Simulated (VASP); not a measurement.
# SnSe2 (P-3m1) in VASP: single point with PBE-based screened hybrid with 50 % exact exchange

Aim: the single point of SnSe2 with PBE-based screened hybrid with 50 % exact exchange.

Program: VASP 6.6.1. These are calculated values, not measurements. Logs are shortened: lines on timing, memory, paths and dates and some standing lists are left out, and cuts for length are marked.

## (1) The cell of the first run

The structure is trigonal, space group P-3m1 (No. 164). Conventional cell: a = 3.825 Å, b = 3.825 Å, c = 6.227 Å, α = 90.00°, β = 90.00°, γ = 120.00°. Within 3.6 Å of Sn (site symmetry -3m) lie 6 Se at 2.71 Å. Se (site symmetry 3m) has 3 Sn at 2.71 Å within 3.6 Å.

## (2) Single point, PBE-based screened hybrid with 50 % exact exchange

Contents of POSCAR:

```
SnSe2
1.0
    3.8251638404      0.0000000000      0.0000000000
   -1.9125819202      3.3126890594      0.0000000000
    0.0000000000      0.0000000000      6.2270561301
Sn Se
1 2
Direct
    0.0000000000      0.0000000000      0.0000000000
    0.3333333333      0.6666666667      0.2530760434
    0.6666666667      0.3333333333      0.7469239566
```

Contents of INCAR.step1:

```
SYSTEM = SnSe2
  PREC = Accurate
  ENCUT = 520
  EDIFF = 1E-5
  ISMEAR = 0
  SIGMA = 0.01
  LREAL = .FALSE.
  LASPH = .TRUE.
  NELM = 60
  ALGO = Normal
  ISIF = 2
  LWAVE = .TRUE.
  LCHARG = .FALSE.
  NBANDS = 20
  GGA = PE
```

Contents of INCAR.step2:

```
SYSTEM = SnSe2
  PREC = Accurate
  ENCUT = 520
  EDIFF = 1E-6
  ISMEAR = 0
  SIGMA = 0.01
  LREAL = .FALSE.
  LASPH = .TRUE.
  NELM = 60
  ALGO = Normal
  ISIF = 2
  LWAVE = .FALSE.
  LCHARG = .FALSE.
  GGA = PE
  LHFCALC = .TRUE.
  AEXX = 0.5
  HFSCREEN = 0.5
  PRECFOCK = Normal
  NBANDS = 20
  ISTART = 1
```

Contents of KPOINTS:

```
regular mesh
0
G
  6 6 2
  0 0 0
```

Potentials or basis: VASP PAW PBE potentials, release 64 (Sn_d, Se).

Launch:

```sh
cat potpaw_PBE.64/Sn_d/POTCAR potpaw_PBE.64/Se/POTCAR > POTCAR
cp INCAR.step1 INCAR
mpirun -np 1 vasp_std > vasp.out
cp INCAR.step2 INCAR
mpirun -np 1 vasp_std > vasp.out
```

OUTCAR:

```text
SYSTEM = SnSe2
   PREC = Accurate
   ENCUT = 520
   EDIFF = 1E-6
   ISMEAR = 0
   LREAL = .FALSE.
   LASPH = .TRUE.
   NELM = 60
   ISIF = 2
   GGA = PE
   LHFCALC = .TRUE.
   AEXX = 0.5
   HFSCREEN = 0.5
   PRECFOCK = Normal
   ISTART = 1

 ion  position               nearest neighbor table
   1  0.000  0.000  0.000-   2 2.71   3 2.71   2 2.71   3 2.71   3 2.71   2 2.71
   2  0.333  0.667  0.253-   1 2.71   1 2.71   1 2.71
   3  0.667  0.333  0.747-   1 2.71   1 2.71   1 2.71

  LATTYP: Found a hexagonal cell.
 ALAT       =     3.8251638404
 C/A-ratio  =     1.6279188003

  Lattice vectors:

 A1 = (   3.8251638404,   0.0000000000,   0.0000000000)
 A2 = (  -1.9125819202,   3.3126890594,   0.0000000000)
 A3 = (   0.0000000000,   0.0000000000,   6.2270561301)

Analysis of symmetry for initial positions (statically):
=====================================================================
 Subroutine PRICEL returns:
 Original cell was already a primitive cell.

 Routine SETGRP: Setting up the symmetry group for a
 hexagonal supercell.

 Subroutine GETGRP returns: Found 12 space group operations
 (whereof 12 operations were pure point group operations)
 out of a pool of 24 trial point group operations.

The static configuration has the point symmetry D_3d.

Analysis of symmetry for dynamics (positions and initial velocities):
=====================================================================
 Subroutine PRICEL returns:
 Original cell was already a primitive cell.

 Routine SETGRP: Setting up the symmetry group for a
 hexagonal supercell.

 Subroutine GETGRP returns: Found 12 space group operations
 (whereof 12 operations were pure point group operations)
 out of a pool of 24 trial point group operations.

The dynamic configuration has the point symmetry D_3d.

 Subroutine INISYM returns: Found 12 space group operations
 (whereof 12 operations are pure point group operations),
 and found     1 'primitive' translations

----------------------------------------------------------------------------------------

                                     Primitive cell

  volume of cell :      78.9066
[... 80 lines left out ...]
   EDIFF  = 0.1E-05   stopping-criterion for ELM
   LREAL  =      F    real-space projection
   EDIFFG = 0.1E-04   stopping-criterion for IOM
   NSW    =      0    number of steps for IOM
   IBRION =     -1    ionic relax: 0-MD 1-quasi-New 2-CG
   NFREE  =      0    steps in history (QN), initial steepest desc. (CG)
   ISIF   =      2    stress and relaxation
   ISYM   =      3    0-nonsym 1-usesym 2-fastsym
   POTIM  = 0.5000    time-step for ionic-motion
   TEBEG  =    0.0;   TEEND  =   0.0 temperature during run
   PSTRESS=    0.0 pullay stress
   NELECT =      26.0000    total number of electrons
   NUPDOWN=      -1.0000    fix difference up-down
   EMIN   =  10.00;   EMAX   =-10.00  energy-range for DOS
   EFERMI =   0.00;   METHOD = LEGACY
   ISMEAR =     0;   SIGMA  =   0.01  broadening in eV -4-tet -1-fermi 0-gaus
   EFERMI_NEDOS =   21; number of points for ismear=-14 and -15
   IALGO  =     38    algorithm
   IMIX   =      1    mixing-type and parameters
     AMIX     =   0.40;   BMIX     =  1.00
     AMIX_MAG =   1.60;   BMIX_MAG =  1.00
  volume/ion in A,a.u.               =      26.30       177.50
  Fermi-wavevector in a.u.,A,eV,Ry     =   1.130737  2.136782 17.395936  1.278565
  Thomas-Fermi vector in A             =   2.267434
   LORBIT       =      0    0 simple, 1 ext, 2 COOP (PROOUT), +10 PAW based schemes
   GGA     = PE    functional components
   LHFCALC =     T    Hartree Fock is set to
   PRECFOCK=normal    Normal, Fast or Accurate (Low or Medium for compatibility)
   ENCUT4O =  -1.0   cutoff for four orbital integrals eV
   NKREDX  =     1    reduce k-point grid by
   NKREDY  =     1    reduce k-point grid by
   NKREDZ  =     1    reduce k-point grid by
   AEXX    =    0.5000 exact exchange contribution
   HFSCREEN=    0.5000 screening length (either q_TF or 0.3 A-1)
   HFSCREENC=   0.5000 screening length for correlation (either q_TF or 0.3 A-1)
   ENCUTFOCK=  -1.0 apply spherical cutoff to Coloumb kernel
   IVDW    =     0    specifies the selected vdW correction
   LEPSILON=     F    determine dielectric tensor
   LRPA    =     F    only Hartree local field effects (RPA)
 non-spin polarized calculation
 Gauss-broadening in eV      SIGMA  =   0.01
  energy-cutoff  :      520.00
  volume of cell :       78.91
 maximum number of plane-waves:      2148
  NGX = 24; NGY = 24; NGZ = 36

 number of electron      26.0000000 magnetization

 Free energy of the ion-electron system (eV)
  ---------------------------------------------------
  ext. energy  EPLUGINS =         0.00000000
  ---------------------------------------------------
  free energy    TOTEN  =       -14.74545845 eV

  energy without entropy =      -14.74545845  energy(sigma->0) =      -14.74545845

 E-fermi :   3.3743     XC(G=0):  -7.0189

 val. band max:        3.3089716611   @ k =   0.1667   0.0000   0.0000
 cond. band min:       4.6976607926   @ k =   0.5000   0.0000   0.5000
 fundamental gap:      1.3886891315
 Fermi energy:         3.3742789549

 k-point     1 :       0.0000    0.0000    0.0000
  band No.  band energies     occupation
      1     -21.2670      2.00000
      2     -21.2670      2.00000
      3     -21.1977      2.00000
      4     -21.1906      2.00000
      5     -21.1906      2.00000
      6     -12.2368      2.00000
[... 311 lines left out ...]
     19      13.5040      0.00000
     20      13.5141      0.00000

------------------------ aborting loop because EDIFF is reached ----------------------------------------

  FORCE on cell =-STRESS in cart. coord.  units (eV):
  Direction    XX          YY          ZZ          XY          YZ          ZX
  --------------------------------------------------------------------------------------
  -------------------------------------------------------------------------------------
  Total       -0.3986164     -0.3986164     -0.6305808      0.0000000      0.0000000     -0.0000000
  in kB       -8.0937955     -8.0937955    -12.8037690      0.0000000      0.0000000     -0.0000000
  external PRESSURE =      -9.6637867 kB  Pullay stress =       0.0000000 kB

 VOLUME and BASIS-vectors are now :
 -----------------------------------------------------------------------------
  energy-cutoff  :      520.00
  volume of cell :       78.91
      direct lattice vectors                 reciprocal lattice vectors
     3.825163840  0.000000000  0.000000000     0.261426711  0.150934782  0.000000000
    -1.912581920  3.312689059  0.000000000     0.000000000  0.301869563  0.000000000
     0.000000000  0.000000000  6.227056130     0.000000000  0.000000000  0.160589527

 POSITION                                       TOTAL-FORCE (eV/Angst)
 -----------------------------------------------------------------------------------
      0.00000      0.00000      0.00000         0.000000     -0.000000      0.000000
     -0.00000      2.20846      1.57592         0.000000     -0.000000     -0.385811
      1.91258      1.10423      4.65114        -0.000000      0.000000      0.385811
 -----------------------------------------------------------------------------------
    total drift:                               -0.000000      0.000000     -0.000012

  FREE ENERGIE OF THE ION-ELECTRON SYSTEM (eV)
  ---------------------------------------------------
  free  energy   TOTEN  =       -14.7454584516 eV

  energy  without entropy=      -14.7454584516  energy(sigma->0) =      -14.74545845
```

OSZICAR.step1:

```text
N       E                     dE             d eps       ncg     rms          rms(c)
DAV:   1     0.210015461132E+03    0.21002E+03   -0.12165E+04   580   0.147E+03
DAV:   2     0.128302519518E+02   -0.19719E+03   -0.18944E+03   592   0.406E+02
DAV:   3    -0.112357053687E+02   -0.24066E+02   -0.23504E+02   676   0.115E+02
DAV:   4    -0.120637135044E+02   -0.82801E+00   -0.82682E+00   688   0.226E+01
DAV:   5    -0.120818488467E+02   -0.18135E-01   -0.18134E-01   776   0.352E+00    0.497E+00
DAV:   6    -0.118360084054E+02    0.24584E+00   -0.51165E-01   848   0.731E+00    0.319E+00
DAV:   7    -0.118191825100E+02    0.16826E-01   -0.15204E-01   664   0.244E+00    0.102E+00
DAV:   8    -0.118192282301E+02   -0.45720E-04   -0.11969E-02   720   0.102E+00    0.276E-01
DAV:   9    -0.118197393066E+02   -0.51108E-03   -0.15306E-03   632   0.296E-01    0.836E-02
DAV:  10    -0.118197486309E+02   -0.93243E-05   -0.11736E-04   752   0.747E-02    0.331E-02
DAV:  11    -0.118197795374E+02   -0.30906E-04   -0.44415E-05   612   0.369E-02    0.822E-03
DAV:  12    -0.118197797114E+02   -0.17402E-06   -0.21343E-06   436   0.113E-02
   1 F= -.11819780E+02 E0= -.11819780E+02  d E =-.875611E-68
```

Run time: 35 min. Hardware: 1 thread of AMD EPYC 7R13 (Zen 3), shared host; peak memory 0.29 GiB.

What came out:

```
Free energy            : -14.7455 eV
Pressure               : -1.0 GPa
Largest force          : 0.386 eV/Å
Band gap on the k mesh : 1.39 eV (least direct gap 1.95 eV)
```

Forces in eV/Å, atoms in the order of the input:
```
Sn   0.000  0.000  0.000
Se   0.000  0.000 -0.386
Se   0.000  0.000  0.386
```

Caveat: the k points lie up to 0.50 Å⁻¹ apart; the PAW data sets were made with another functional, which shifts forces and pressure a little; spin-orbit coupling is left out, which moves the levels of the heavy elements. A k mesh can miss the band edges.
